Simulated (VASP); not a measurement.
# Hg (Im-3m) in VASP: notebook, part 2 of 2

VASP 6.6.1.

## 3. Single point, LDA

Input file INCAR:

```
ALGO = Normal
EDIFF = 1E-6
ENCUT = 520
ISIF = 2
ISMEAR = -1
LASPH = T
LCHARG = F
LREAL = F
LWAVE = F
NBANDS = 12
NELM = 100
PREC = Accurate
SIGMA = 0.05
```

Input file KPOINTS:

```
k-points
0
Gamma
  16 16 16
```

Input file POSCAR:

```
Hg
1.0
   -1.6440746159      1.6440746159      1.6440746159
    1.6440746159     -1.6440746159      1.6440746159
    1.6440746159      1.6440746159     -1.6440746159
Hg
1
Direct
    0.0000000000      0.0000000000      0.0000000000
```

Potentials or basis: VASP PAW LDA potentials, release 64 (Hg).

The run is started by

```bash
$ cat potpaw_LDA.64/Hg/POTCAR > POTCAR
$ mpirun -np 1 vasp_std > vasp.out
```

OUTCAR:

```text
EDIFF = 1E-6
   ENCUT = 520
   ISIF = 2
   ISMEAR = -1
   LASPH = T
   LREAL = F
   NELM = 100
   PREC = Accurate

 ion  position               nearest neighbor table
   1  0.000  0.000  0.000-

  LATTYP: Found a body centered cubic cell.
 ALAT       =     3.2881492318

  Lattice vectors:

 A1 = (  -1.6440746159,   1.6440746159,   1.6440746159)
 A2 = (   1.6440746159,  -1.6440746159,   1.6440746159)
 A3 = (   1.6440746159,   1.6440746159,  -1.6440746159)

Analysis of symmetry for initial positions (statically):
=====================================================================
 Subroutine PRICEL returns:
 Original cell was already a primitive cell.

 Routine SETGRP: Setting up the symmetry group for a
 body centered cubic supercell.

 Subroutine GETGRP returns: Found 48 space group operations
 (whereof 48 operations were pure point group operations)
 out of a pool of 48 trial point group operations.

The static configuration has the point symmetry O_h .

Analysis of symmetry for dynamics (positions and initial velocities):
=====================================================================
 Subroutine PRICEL returns:
 Original cell was already a primitive cell.

 Routine SETGRP: Setting up the symmetry group for a
 body centered cubic supercell.

 Subroutine GETGRP returns: Found 48 space group operations
 (whereof 48 operations were pure point group operations)
 out of a pool of 48 trial point group operations.

The dynamic configuration has the point symmetry O_h .

 Subroutine INISYM returns: Found 48 space group operations
 (whereof 48 operations are pure point group operations),
 and found     1 'primitive' translations

----------------------------------------------------------------------------------------

                                     Primitive cell

  volume of cell :      17.7756

  direct lattice vectors                    reciprocal lattice vectors
    -1.644074616  1.644074616  1.644074616     0.000000000  0.304122450  0.304122450
[... 111 lines left out ...]
   AEXX    =    0.0000 exact exchange contribution
   IVDW    =     0    specifies the selected vdW correction
   LEPSILON=     F    determine dielectric tensor
   LRPA    =     F    only Hartree local field effects (RPA)
 non-spin polarized calculation
  energy-cutoff  :      520.00
  volume of cell :       17.78
 maximum number of plane-waves:       490
 NGX is ok and might be reduce to    24
   NGX = 11   NGY = 11   NGZ = 11

 number of electron      12.0000002 magnetization

 Free energy of the ion-electron system (eV)
  ---------------------------------------------------
  ext. energy  EPLUGINS =         0.00000000
  ---------------------------------------------------
  free energy    TOTEN  =        -0.61387103 eV

  energy without entropy =       -0.61110384  energy(sigma->0) =       -0.61248743

 E-fermi :   5.5955     XC(G=0): -12.7621

 val. band max:        5.4931363078   @ k =   0.4375   0.0625   0.0000
 cond. band min:       5.6216660401   @ k =   0.5000   0.5000   0.2500
 fundamental gap:      0.1285297323
 Fermi energy:         5.5954945537

 k-point     1 :       0.0000    0.0000    0.0000
  band No.  band energies     occupation
      1      -6.4970      2.00000
      2      -3.0479      2.00000
      3      -3.0479      2.00000
      4      -3.0479      2.00000
      5      -1.5006      2.00000
      6      -1.5006      2.00000
      7      21.2149      0.00000
      8      21.2149      0.00000
      9      21.2149      0.00000
     10      25.9863      0.00000
     11      25.9863      0.00000
     12      25.9863      0.00000
[... 331 lines left out ...]
 k-point    24 :       0.2500    0.1875   -0.0000
  band No.  band energies     occupation
      1      -4.1116      2.00000
      2      -3.4381      2.00000
      3      -2.6222      2.00000
      4      -1.7596      2.00000
      5      -1.3020      2.00000
      6       0.8247      2.00000
      7      10.3081      0.00000
      8      13.3374      0.00000
      9      17.5662      0.00000
     10      23.2145      0.00000
     11      26.0905      0.00000
     12      28.5080      0.00000

 [... further k-points ...]

------------------------ aborting loop because EDIFF is reached ----------------------------------------

  FORCE on cell =-STRESS in cart. coord.  units (eV):
  Direction    XX          YY          ZZ          XY          YZ          ZX
  --------------------------------------------------------------------------------------
  -------------------------------------------------------------------------------------
  Total        3.1374644      3.1374644      3.1374644     -0.0000000      0.0000000      0.0000000
  in kB      282.7905029    282.7905029    282.7905029     -0.0000000      0.0000000      0.0000000
  external PRESSURE =     282.7905029 kB  Pullay stress =       0.0000000 kB

 VOLUME and BASIS-vectors are now :
 -----------------------------------------------------------------------------
  energy-cutoff  :      520.00
  volume of cell :       17.78
      direct lattice vectors                 reciprocal lattice vectors
    -1.644074616  1.644074616  1.644074616     0.000000000  0.304122450  0.304122450
     1.644074616 -1.644074616  1.644074616     0.304122450  0.000000000  0.304122450
     1.644074616  1.644074616 -1.644074616     0.304122450  0.304122450  0.000000000

 POSITION                                       TOTAL-FORCE (eV/Angst)
 -----------------------------------------------------------------------------------
      0.00000      0.00000      0.00000         0.000000     -0.000000      0.000000
 -----------------------------------------------------------------------------------
    total drift:                               -0.000000      0.000000     -0.000000

  FREE ENERGIE OF THE ION-ELECTRON SYSTEM (eV)
  ---------------------------------------------------
  free  energy   TOTEN  =        -0.6138710255 eV

  energy  without entropy=       -0.6111038390  energy(sigma->0) =       -0.61248743
```

OSZICAR:

```text
N       E                     dE             d eps       ncg     rms          rms(c)
DAV:   1     0.750157964964E+02    0.75016E+02   -0.69406E+03  3680   0.101E+03
DAV:   2     0.417389716822E+00   -0.74598E+02   -0.71063E+02  3896   0.242E+02
DAV:   3    -0.695014676083E+00   -0.11124E+01   -0.11116E+01  4020   0.321E+01
DAV:   4    -0.695952552791E+00   -0.93788E-03   -0.93786E-03  3848   0.977E-01
DAV:   5    -0.695953549252E+00   -0.99646E-06   -0.99644E-06  3996   0.309E-02    0.952E+00
DAV:   6    -0.627687309433E+00    0.68266E-01   -0.12563E-01  4004   0.420E+00    0.617E+00
DAV:   7    -0.615033285706E+00    0.12654E-01   -0.29915E-02  4032   0.177E+00    0.147E+00
DAV:   8    -0.613865944400E+00    0.11673E-02   -0.35814E-03  3828   0.842E-01    0.714E-02
DAV:   9    -0.613870368782E+00   -0.44244E-05   -0.65430E-06  3880   0.269E-02    0.144E-02
DAV:  10    -0.613871025524E+00   -0.65674E-06   -0.68428E-07  3520   0.859E-03
   1 F= -.61387103E+00 E0= -.61248743E+00  d E =-.276719E-02
```

stdout:

```text
POSCAR found type information on POSCAR Hg
 POSCAR found :  1 types and       1 ions
 scaLAPACK will be used
 LDA part: xc-table for (Slater(with rela. corr.)+CA(PZ))
 , standard interpolation
 POSCAR, INCAR and KPOINTS ok, starting setup
 FFT: planning ... GRIDC
 FFT: planning ... GRID_SOFT
 FFT: planning ... GRID
 WAVECAR not read
 entering main loop
```

Run time: 28 s. Hardware: 1 thread of Intel Xeon Platinum 8259CL at 2.50GHz (Skylake/Cascade Lake), shared host; peak memory 0.15 GiB.

What came out:

```
Free energy            : -0.6139 eV
Pressure               : 28.3 GPa
Band gap on the k mesh : zero (bands 6 and 7 overlap by 4.23 eV)
```

Levels at points of the mesh, in eV from the Fermi level:
```
           k point  band 2  band 3  band 4  band 5  band 6  band 7  band 8  band 9  band 10  band 11
(0.00, 0.00, 0.00)   -8.64   -8.64   -8.64   -7.10   -7.10   15.62   15.62   15.62    20.39    20.39
(0.50, 0.00, 0.00)   -9.47   -7.21   -6.98   -5.92   -3.06   -0.59   10.56   10.97    17.93    18.36
(0.50, 0.50, 0.50)  -10.03   -6.21   -6.21   -6.21    3.62    3.62    3.62    5.56    12.04    12.04
```

Caveat: the cell stands under pressure; spin-orbit coupling is left out, which moves the levels of the heavy elements.

## 4. Relaxation of cell and atoms, LDA, target pressure 26 GPa, at which the enthalpy is minimised

Input file INCAR:

```
ALGO = Normal
EDIFF = 1E-6
EDIFFG = -0.005
ENCUT = 600
GGA = CA
IBRION = 2
ISIF = 3
ISMEAR = -1
LASPH = T
LCHARG = F
LREAL = F
LWAVE = F
NELM = 60
NSW = 60
PREC = Accurate
PSTRESS = 260.0
SIGMA = 0.05
```

KPOINTS is that of step 3.

Input file POSCAR:

```
Hg
1.0
   -1.6431608007      1.6431608007      1.6431608007
    1.6431608007     -1.6431608007      1.6431608007
    1.6431608007      1.6431608007     -1.6431608007
Hg
1
Direct
    0.0000000000      0.0000000000      0.0000000000
```

The run is started by

```bash
$ cat potpaw_LDA.64/Hg/POTCAR > POTCAR
$ mpirun -np 1 vasp_std > vasp.out
```

Run time: 56 s. Hardware: 1 thread of Intel Xeon Platinum 8259CL at 2.50GHz (Skylake/Cascade Lake), shared host; peak memory 0.16 GiB.

It converged, with:

```
Free energy                                                : -0.6495 eV
Relaxed volume                                             : 17.99 Å³/atom
Relaxed cell                                               : a = 2.859 Å, b = 2.859 Å, c = 2.859 Å, α = 109.47°, β = 109.47°, γ = 109.47°
Space group after relaxing (to 0.1 Å)                      : Im-3m (No. 229)
Energy change on relaxing (the run minimises the enthalpy) : -40.9 meV/atom
Ionic steps                                                : 3
Pressure after relaxing                                    : 26.0 GPa
Band gap on the k mesh                                     : zero (bands 6 and 7 overlap by 4.27 eV)
```

The path:
| step | energy change (eV) | largest force (eV/Å) | pressure (GPa) | volume (Å³) |
| --- | --- | --- | --- | --- |
| 1 | 0.0000 | 0.0000 | 28.74 | 17.75 |
| 2 | -0.1203 | 0.0000 | 20.47 | 18.54 |
| 3 | -0.0409 | 0.0000 | 25.97 | 17.99 |

Final structure:
```
Hg
1.0
    -1.65053    1.65053    1.65053
     1.65053   -1.65053    1.65053
     1.65053    1.65053   -1.65053
Hg
1
Direct
  0.00000 0.00000 0.00000
```

Levels at points of the mesh, in eV from the Fermi level:
| k point | band 4 | band 5 | band 6 | band 7 | band 8 | band 9 |
| --- | --- | --- | --- | --- | --- | --- |
| (0.00, 0.00, 0.00) | -8.55 | -7.03 | -7.03 | 15.63 | 15.63 | 15.63 |
| (0.50, 0.00, 0.00) | -6.92 | -5.89 | -2.96 | -0.61 | 10.57 | 10.92 |
| (0.50, 0.50, 0.50) | -6.17 | -6.17 | 3.65 | 3.65 | 3.65 | 5.46 |

Caveat: the cell is relaxed towards a set pressure, so the run minimises the enthalpy, not the energy; spin-orbit coupling is left out, which moves the levels of the heavy elements.

## 5. Relaxation of cell and atoms, LDA, target pressure 26 GPa, at which the enthalpy is minimised

Input file INCAR:

```
PREC = Accurate
ENCUT = 600
EDIFF = 1E-6
ISMEAR = -1
SIGMA = 0.05
LREAL = F
LASPH = T
NELM = 60
ALGO = Normal
ISIF = 3
LWAVE = F
LCHARG = F
GGA = CA
IBRION = 2
NSW = 32
EDIFFG = -0.005
PSTRESS = 260.0
```

Input file KPOINTS:

```
Automatic mesh
0
Gamma
  16 16 16
```

Input file POSCAR:

```
Hg
1.0
   -1.6440746159      1.6440746159      1.6440746159
    1.6440746159     -1.6440746159      1.6440746159
    1.6440746159      1.6440746159     -1.6440746159
Hg
1
Direct
    0.0000000000      0.0000000000      0.0000000000
```

The run is started by

```bash
$ cat potpaw_LDA.64/Hg/POTCAR > POTCAR
$ mpirun -np 1 vasp_std > vasp.out
```

Wall time 50 s (1 thread of Intel Xeon Platinum 8259CL at 2.50GHz (Skylake/Cascade Lake), shared host); peak memory 0.17 GiB.

Results (log left out):

- Free energy: -0.6495 eV
- Relaxed volume: 17.99 Å³/atom
- Relaxed cell: a = 2.859 Å, b = 2.859 Å, c = 2.859 Å, α = 109.47°, β = 109.47°, γ = 109.47°
- Space group after relaxing (to 0.1 Å): Im-3m (No. 229)
- Energy change on relaxing (the run minimises the enthalpy): -35.6 meV/atom
- Ionic steps: 3
- Pressure after relaxing: 26.0 GPa
- Band gap on the k mesh: zero (bands 6 and 7 overlap by 4.27 eV)

Step by step:
```csv
step,energy change (eV),largest force (eV/Å),pressure (GPa),volume (Å³)
1,0.0000,0.0000,28.38,17.78
2,-0.1058,0.0000,21.10,18.47
3,-0.0356,0.0000,25.97,17.99
```

Final structure:
```
CELL_PARAMETERS angstrom
-1.65053 1.65053 1.65053
1.65053 -1.65053 1.65053
1.65053 1.65053 -1.65053
ATOMIC_POSITIONS crystal
Hg 0.00000 0.00000 0.00000
```

Levels at points of the mesh, in eV from the Fermi level:
```
           k point  band 4  band 5  band 6  band 7  band 8  band 9
(0.00, 0.00, 0.00)   -8.55   -7.03   -7.03   15.63   15.63   15.63
(0.50, 0.00, 0.00)   -6.92   -5.89   -2.96   -0.61   10.57   10.92
(0.50, 0.50, 0.50)   -6.17   -6.17    3.65    3.65    3.65    5.46
```

Caveat: the cell is relaxed towards a set pressure, so the run minimises the enthalpy, not the energy; spin-orbit coupling is left out, which moves the levels of the heavy elements.

## 6. Summary

| task | cell | cutoff (eV) | gap on the mesh (eV) | pressure (GPa) |
| --- | --- | --- | --- | --- |
| single point | a = 2.848 Å, angles 109.5°, 1 atom | 520 | none | 28.3 |
| relaxation of cell and atoms | relaxed to 26 GPa from a = 2.846 Å, angles 109.5°, 1 atom | 600 | none | 26.0 |
| relaxation of cell and atoms | relaxed to 26 GPa from a = 2.848 Å, angles 109.5°, 1 atom | 600 | none | 26.0 |

Alike in all rows: level LDA; potentials or basis VASP PAW LDA potentials, release 64 (Hg); no spin polarisation; k mesh 16 × 16 × 16; smearing fermi-dirac 0.05 eV.

Caveats: spin-orbit coupling is left out, which moves the levels of the heavy elements; the cell is relaxed towards a set pressure, so the run minimises the enthalpy, not the energy (at least some runs); the cell stands under pressure (at least some runs).

Absolute energies hang on the potentials; compare differences alone.

The gap in the log of VASP goes by the Fermi energy; the results here count the filled bands.